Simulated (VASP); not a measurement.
# Bi2Te3 (R-3m) in VASP: settings compared

Bi2Te3 is run at these levels: r2SCAN, RPBE; tasks: single point.

Everything below comes from runs of VASP 6.6.1. Logs are shortened: lines on timing, memory, paths and dates and some standing lists are left out, and cuts for length are marked.

### Step 1. The cell of the first run

Symmetry: R-3m, No. 166, trigonal system. The conventional cell has a = 4.296 Å, b = 4.296 Å, c = 29.874 Å, α = 90.00°, β = 90.00°, γ = 120.00°. Bi (site symmetry 3m) has 6 Te at 3.01 to 3.18 Å within 4.0 Å. Te (site symmetry 3m) has 3 Bi at 3.01 Å and 3 Te at 3.56 Å within 4.0 Å. Within 4.5 Å of Te (site symmetry -3m) lie 6 Bi at 3.18 Å and 12 Te at 4.30 to 4.45 Å.

### Step 2. Single point, r2SCAN

File POSCAR:

```
Bi2Te3
1.0
    2.1482323364      1.2402825177      9.9581458525
   -2.1482323364      1.2402825177      9.9581458525
    0.0000000000     -2.4805650355      9.9581458525
Bi Te
2 3
Direct
    0.6000000000      0.6000000000      0.6000000000
    0.4000000000      0.4000000000      0.4000000000
    0.7905000000      0.7905000000      0.7905000000
    0.2095000000      0.2095000000      0.2095000000
    0.0000000000      0.0000000000      0.0000000000
```

File INCAR.step1:

```
SYSTEM = Bi2Te3
  PREC = Accurate
  ENCUT = 520
  ISMEAR = -1
  SIGMA = 0.05
  LREAL = .False.
  LASPH = .True.
  NELM = 80
  NBANDS = 32
  GGA = PE
  ALGO = Normal
  EDIFF = 1E-4
  LWAVE = .True.
  LCHARG = .False.
```

File INCAR.step2:

```
SYSTEM = Bi2Te3
  PREC = Accurate
  ENCUT = 520
  EDIFF = 1E-7
  ISMEAR = -1
  SIGMA = 0.05
  LREAL = .False.
  LASPH = .True.
  NELM = 80
  ALGO = Normal
  ISIF = 2
  LWAVE = .False.
  LCHARG = .False.
  METAGGA = R2SCAN
  LMIXTAU = .True.
  NBANDS = 32
  ISTART = 1
```

File KPOINTS:

```
Automatic mesh
0
Gamma
  7 7 7
  0 0 0
```

Potentials or basis: VASP PAW PBE potentials, release 64 (Bi_d, Te).

Started as:

```sh
$ cat potpaw_PBE.64/Bi_d/POTCAR potpaw_PBE.64/Te/POTCAR > POTCAR
$ cp INCAR.step1 INCAR
$ mpirun -np 1 vasp_std > vasp.out
$ cp INCAR.step2 INCAR
$ mpirun -np 1 vasp_std > vasp.out
```

OUTCAR:

```text
SYSTEM = Bi2Te3
   PREC = Accurate
   ENCUT = 520
   EDIFF = 1E-7
   ISMEAR = -1
   LREAL = .False.
   LASPH = .True.
   NELM = 80
   ISIF = 2
   METAGGA = R2SCAN
   ISTART = 1

 ion  position               nearest neighbor table
   1  0.600  0.600  0.600-   4 3.01   4 3.01   4 3.01   5 3.18   5 3.18   5 3.18
   2  0.400  0.400  0.400-   3 3.01   3 3.01   3 3.01   5 3.18   5 3.18   5 3.18
   3  0.791  0.791  0.791-   2 3.01   2 3.01   2 3.01   4 3.56   4 3.56   4 3.56
   4  0.209  0.209  0.209-   1 3.01   1 3.01   1 3.01   3 3.56   3 3.56   3 3.56
   5  0.000  0.000  0.000-   1 3.18   1 3.18   2 3.18   2 3.18   1 3.18   2 3.18

  LATTYP: Found a trigonal (rhomboedric) cell.
 ALAT       =    10.2624495962
 COS(alpha) =     0.9123624111

  Lattice vectors:

 A1 = (   2.1482323364,   1.2402825177,   9.9581458525)
 A2 = (  -2.1482323364,   1.2402825177,   9.9581458525)
 A3 = (   0.0000000000,  -2.4805650355,   9.9581458525)

Analysis of symmetry for initial positions (statically):
=====================================================================
 Subroutine PRICEL returns:
 Original cell was already a primitive cell.

 Routine SETGRP: Setting up the symmetry group for a
 trigonal (rhombohedral) supercell.

 Subroutine GETGRP returns: Found 12 space group operations
 (whereof 12 operations were pure point group operations)
 out of a pool of 12 trial point group operations.

The static configuration has the point symmetry D_3d.

Analysis of symmetry for dynamics (positions and initial velocities):
=====================================================================
 Subroutine PRICEL returns:
 Original cell was already a primitive cell.

 Routine SETGRP: Setting up the symmetry group for a
 trigonal (rhombohedral) supercell.

 Subroutine GETGRP returns: Found 12 space group operations
 (whereof 12 operations were pure point group operations)
 out of a pool of 12 trial point group operations.

The dynamic configuration has the point symmetry D_3d.

 Subroutine INISYM returns: Found 12 space group operations
 (whereof 12 operations are pure point group operations),
 and found     1 'primitive' translations

----------------------------------------------------------------------------------------

                                     Primitive cell

  volume of cell :     159.1958

  direct lattice vectors                    reciprocal lattice vectors
     2.148232336  1.240282518  9.958145852     0.232749499  0.134377986  0.033473434
    -2.148232336  1.240282518  9.958145852    -0.232749499  0.134377986  0.033473434
     0.000000000 -2.480565036  9.958145852     0.000000000 -0.268755972  0.033473434

  length of vectors
    10.262449596 10.262449596 10.262449596     0.270832500  0.270832500  0.270832500

  position of ions in fractional coordinates (direct lattice)
     0.600000000  0.600000000  0.600000000
     0.400000000  0.400000000  0.400000000
     0.790500000  0.790500000  0.790500000
     0.209500000  0.209500000  0.209500000
     0.000000000  0.000000000  0.000000000

  ion indices of the primitive-cell ions
   primitive index   ion index
                 1           1
                 2           2
                 3           3
                 4           4
                 5           5

----------------------------------------------------------------------------------------

 KPOINTS: Automatic mesh

Automatic generation of k-mesh.
 Grid dimensions read from file:
 generate k-points for:    7    7    7

 Generating k-lattice:

  Cartesian coordinates                     Fractional coordinates (reciprocal lattice)
     0.033249928  0.019196855  0.004781919     0.142857143  0.000000000  0.000000000
    -0.033249928  0.019196855  0.004781919     0.000000000  0.142857143  0.000000000
     0.000000000 -0.038393710  0.004781919     0.000000000  0.000000000  0.142857143

  Length of vectors
     0.038690357  0.038690357  0.038690357

  Shift w.r.t. Gamma in fractional coordinates (k-lattice)
     0.000000000  0.000000000  0.000000000

 Subroutine IBZKPT returns following result:
 ===========================================

 Found     44 irreducible k-points:

 Following reciprocal coordinates:
            Coordinates               Weight
  0.000000  0.000000  0.000000      1.000000
  0.142857  0.000000  0.000000      6.000000
  0.285714 -0.000000  0.000000      6.000000
  0.428571 -0.000000  0.000000      6.000000
  0.142857  0.142857  0.000000      6.000000
  0.285714  0.142857  0.000000     12.000000
[... 16 lines left out ...]
  0.285714  0.285714  0.142857      6.000000
  0.428571  0.285714  0.142857     12.000000
 [... further k-points ...]
   k-points           NKPTS =     44   k-points in BZ     NKDIM =     44   number of bands    NBANDS=     32
   number of dos      NEDOS =    301   number of ions     NIONS =      5
   total plane-waves  NPLWV = 512000
   dimension x,y,z NGX =    80 NGY =   80 NGZ =   80
   dimension x,y,z NGXF=   160 NGYF=  160 NGZF=  160
   ions per type =               2   3
   NGX,Y,Z   is equivalent  to a cutoff of  12.96, 12.96, 12.96 a.u.
   NGXF,Y,Z  is equivalent  to a cutoff of  25.92, 25.92, 25.92 a.u.
 SYSTEM =  Bi2Te3
   PREC   = accura    normal or accurate (medium, high low for compatibility)
   ISTART =      1    job   : 0-new  1-cont  2-samecut
   ICHARG =      0    charge: 1-file 2-atom 10-const
   ISPIN  =      1    spin polarized calculation?
   LNONCOLLINEAR =      F non collinear calculations
   LSORBIT =      F    spin-orbit coupling
   LASPH  =      T    aspherical Exc in radial PAW
   ENCUT  =  520.0 eV  38.22 Ry    6.18 a.u.  19.08 19.08 19.08*2*pi/ulx,y,z
   NELM   =     80;   NELMIN=  2; NELMDL=  0     # of ELM steps
   EDIFF  = 0.1E-06   stopping-criterion for ELM
   LREAL  =      F    real-space projection
   EDIFFG = 0.1E-05   stopping-criterion for IOM
   NSW    =      0    number of steps for IOM
   IBRION =     -1    ionic relax: 0-MD 1-quasi-New 2-CG
   NFREE  =      0    steps in history (QN), initial steepest desc. (CG)
   ISIF   =      2    stress and relaxation
   ISYM   =      2    0-nonsym 1-usesym 2-fastsym
   POTIM  = 0.5000    time-step for ionic-motion
   TEBEG  =    0.0;   TEEND  =   0.0 temperature during run
   PSTRESS=    0.0 pullay stress
   NELECT =      48.0000    total number of electrons
   NUPDOWN=      -1.0000    fix difference up-down
   EMIN   =  10.00;   EMAX   =-10.00  energy-range for DOS
   EFERMI =   0.00;   METHOD = LEGACY
   ISMEAR =    -1;   SIGMA  =   0.05  broadening in eV -4-tet -1-fermi 0-gaus
   EFERMI_NEDOS =   21; number of points for ismear=-14 and -15
   IALGO  =     38    algorithm
   IMIX   =      4    mixing-type and parameters
     AMIX     =   0.40;   BMIX     =  1.00
     AMIX_MAG =   1.60;   BMIX_MAG =  1.00
  volume/ion in A,a.u.               =      31.84       214.86
  Fermi-wavevector in a.u.,A,eV,Ry     =   1.097770  2.074485 16.396368  1.205099
  Thomas-Fermi vector in A             =   2.234136
   LORBIT       =      0    0 simple, 1 ext, 2 COOP (PROOUT), +10 PAW based schemes
   METAGGA = R2SCAN    functional components
   LHFCALC =     F    Hartree Fock is set to
   AEXX    =    0.0000 exact exchange contribution
   IVDW    =     0    specifies the selected vdW correction
   LEPSILON=     F    determine dielectric tensor
   LRPA    =     F    only Hartree local field effects (RPA)
 non-spin polarized calculation
  energy-cutoff  :      520.00
  volume of cell :      159.20
 maximum number of plane-waves:      4310
 NGX is ok and might be reduce to    80
   NGX = 39   NGY = 39   NGZ = 39

 number of electron      48.0000003 magnetization

 Free energy of the ion-electron system (eV)
  ---------------------------------------------------
  ext. energy  EPLUGINS =         0.00000000
  ---------------------------------------------------
  free energy    TOTEN  =      -194.31444823 eV

  energy without entropy =     -194.31439083  energy(sigma->0) =     -194.31441953

 E-fermi :   7.2469     XC(G=0): -10.1466

 val. band max:        7.0232334617   @ k =   0.0000   0.0000   0.0000
 cond. band min:       7.4909448382   @ k =   0.0000   0.0000   0.0000
 fundamental gap:      0.4677113765
 Fermi energy:         7.2469334146

 k-point     1 :       0.0000    0.0000    0.0000
  band No.  band energies     occupation
      1     -17.1338      2.00000
      2     -17.1338      2.00000
      3     -17.1313      2.00000
      4     -17.1313      2.00000
      5     -17.1145      2.00000
      6     -17.1126      2.00000
[... 24 lines left out ...]
     31      11.9986      0.00000
     32      12.6085      0.00000

 k-point     2 :       0.1429    0.0000    0.0000
  band No.  band energies     occupation
      1     -17.1370      2.00000
      2     -17.1340      2.00000
      3     -17.1317      2.00000
      4     -17.1293      2.00000
      5     -17.1131      2.00000
      6     -17.1114      2.00000
[... 24 lines left out ...]
     31      11.4262      0.00000
     32      12.1379      0.00000

 k-point     3 :       0.2857   -0.0000    0.0000
  band No.  band energies     occupation
      1     -17.1448      2.00000
      2     -17.1406      2.00000
      3     -17.1287      2.00000
      4     -17.1256      2.00000
      5     -17.1149      2.00000
      6     -17.1120      2.00000
[... 24 lines left out ...]
     31      11.5211      0.00000
     32      12.7538      0.00000

 k-point     4 :       0.4286   -0.0000    0.0000
  band No.  band energies     occupation
      1     -17.1513      2.00000
      2     -17.1462      2.00000
      3     -17.1278      2.00000
      4     -17.1239      2.00000
      5     -17.1170      2.00000
      6     -17.1139      2.00000
[... 654 lines left out ...]
     31      11.1264      0.00000
     32      12.9536      0.00000

 k-point    23 :       0.2857    0.2857    0.1429
  band No.  band energies     occupation
      1     -17.1370      2.00000
      2     -17.1340      2.00000
      3     -17.1317      2.00000
      4     -17.1293      2.00000
      5     -17.1131      2.00000
      6     -17.1113      2.00000
[... 24 lines left out ...]
     31      11.7532      0.00000
     32      12.0903      0.00000

 k-point    24 :       0.4286    0.2857    0.1429
  band No.  band energies     occupation
      1     -17.1409      2.00000
      2     -17.1385      2.00000
      3     -17.1288      2.00000
      4     -17.1287      2.00000
      5     -17.1121      2.00000
      6     -17.1116      2.00000
[... 24 lines left out ...]
     31      11.5434      0.00000
     32      11.6193      0.00000

 [... further k-points ...]

------------------------ aborting loop because EDIFF is reached ----------------------------------------

  FORCE on cell =-STRESS in cart. coord.  units (eV):
  Direction    XX          YY          ZZ          XY          YZ          ZX
  --------------------------------------------------------------------------------------
  -------------------------------------------------------------------------------------
  Total        5.2245748      5.2245748      5.4311137      0.0000000     -0.0000000      0.0000000
  in kB       52.5811315     52.5811315     54.6597793      0.0000000     -0.0000000      0.0000000
  external PRESSURE =      53.2740141 kB  Pullay stress =       0.0000000 kB

 VOLUME and BASIS-vectors are now :
 -----------------------------------------------------------------------------
  energy-cutoff  :      520.00
  volume of cell :      159.20
      direct lattice vectors                 reciprocal lattice vectors
     2.148232336  1.240282518  9.958145852     0.232749499  0.134377986  0.033473434
    -2.148232336  1.240282518  9.958145852    -0.232749499  0.134377986  0.033473434
     0.000000000 -2.480565036  9.958145852     0.000000000 -0.268755972  0.033473434

 POSITION                                       TOTAL-FORCE (eV/Angst)
 -----------------------------------------------------------------------------------
      0.00000     -0.00000     17.92466         0.000000     -0.000000      0.047116
      0.00000     -0.00000     11.94978         0.000000      0.000000     -0.047116
      0.00000     -0.00000     23.61574         0.000000     -0.000000      0.146918
      0.00000     -0.00000      6.25869         0.000000      0.000000     -0.146918
      0.00000      0.00000      0.00000         0.000000     -0.000000      0.000000
 -----------------------------------------------------------------------------------
    total drift:                               -0.000000     -0.000000     -0.000000

  FREE ENERGIE OF THE ION-ELECTRON SYSTEM (eV)
  ---------------------------------------------------
  free  energy   TOTEN  =      -194.3144482288 eV

  energy  without entropy=     -194.3143908261  energy(sigma->0) =     -194.31441953
```

Run time: 36 min. Hardware: 1 thread of Intel Xeon 6975P-C (Granite Rapids), shared host; peak memory 1.2 GiB.

Results:

* Free energy: -194.3144 eV
* Pressure: 5.3 GPa
* Largest force: 0.147 eV/Å
* Band gap on the k mesh: 0.47 eV

Forces on the atoms (eV/Å):
```
Bi   0.000  0.000  0.047
Bi   0.000  0.000 -0.047
Te   0.000  0.000  0.147
Te   0.000  0.000 -0.147
Te   0.000  0.000  0.000
```

Stress tensor (GPa, compression positive):
```
5.26 0.00 0.00
0.00 5.26 0.00
0.00 0.00 5.47
```

Caveat: the cell stands under pressure; the PAW data sets were made with another functional, which shifts forces and pressure a little; spin-orbit coupling is left out, which moves the levels of the heavy elements; an odd mesh through Γ misses points on the zone boundary, where band edges can lie.

(Part 1 of 2 ends here.)
